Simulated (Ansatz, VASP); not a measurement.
# Pt in VASP and in Ansatz

INCAR

```
ALGO = Normal ; EDIFF = 1E-7
ENCUT = 520 ; GGA = PS
ISIF = 2 ; ISMEAR = -1
LASPH = True ; LCHARG = False
LREAL = False ; LWAVE = False
NBANDS = 17 ; NELM = 100
PREC = Accurate ; SIGMA = 0.1
```

KPOINTS

```
k-points
0
Gamma
  11 11 11
```

POSCAR

```
Pt
1.0
    0.0000000000      2.8839754654      2.8839754654
    2.8839754654      0.0000000000      2.8839754654
    2.8839754654      2.8839754654      0.0000000000
Pt
2
Direct
    0.1250000000      0.1250000000      0.1250000000
    0.8750000000      0.8750000000      0.8750000000
```

Input for Ansatz:

```yaml
crystal:
  lattice:
    - [0.0, 2.8839754654, 2.8839754654]
    - [2.8839754654, 0.0, 2.8839754654]
    - [2.8839754654, 2.8839754654, 0.0]
  atoms:
    - { symbol: Pt, position: [0.125, 0.125, 0.125] }
    - { symbol: Pt, position: [0.875, 0.875, 0.875] }
hamiltonian:
  xc: pbesol
  pseudopotentials:
    kind: paw
    azcp:
      Pt: "pseudopotentials/Pt.paw.azcp"
basis:
  ecutwfc: 420
  fft_grid_basis: typed
kpoints:
  mp_grid: { grid: [11, 11, 11], shift: [0, 0, 0] }
magnetization:
  spin_polarized: false
scf:
  occupations: { method: fermi_dirac, width: 0.1 }
  lower_state_search: "off"
output:
  stress: true
```

Alike in both runs: task single point; functional PBEsol; k mesh 11 × 11 × 11; occupations fermi-dirac, width 0.1 eV; no spin polarisation.

```csv
,VASP,Ansatz
version,VASP 6.6.1,Ansatz 0.2.0
potentials or method,"VASP PAW PBE potentials, release 64 (Pt), cutoff 520 eV","plane waves (420 eV) with PAW, scalar-relativistic"
valence electrons in the cell,20,36
```

|  | VASP | Ansatz | Ansatz less VASP |
| --- | --- | --- | --- |
| pressure (GPa) | -5.1 | -4.8 | +0.35 |

VASP's potentials were made for PBE, not for PBEsol, and Ansatz warns of the same on its side. VASP's potentials hold 20 valence electrons a cell and Ansatz's 36, so a difference there can come from the potentials and not from the codes.

Spin-orbit coupling is off throughout.
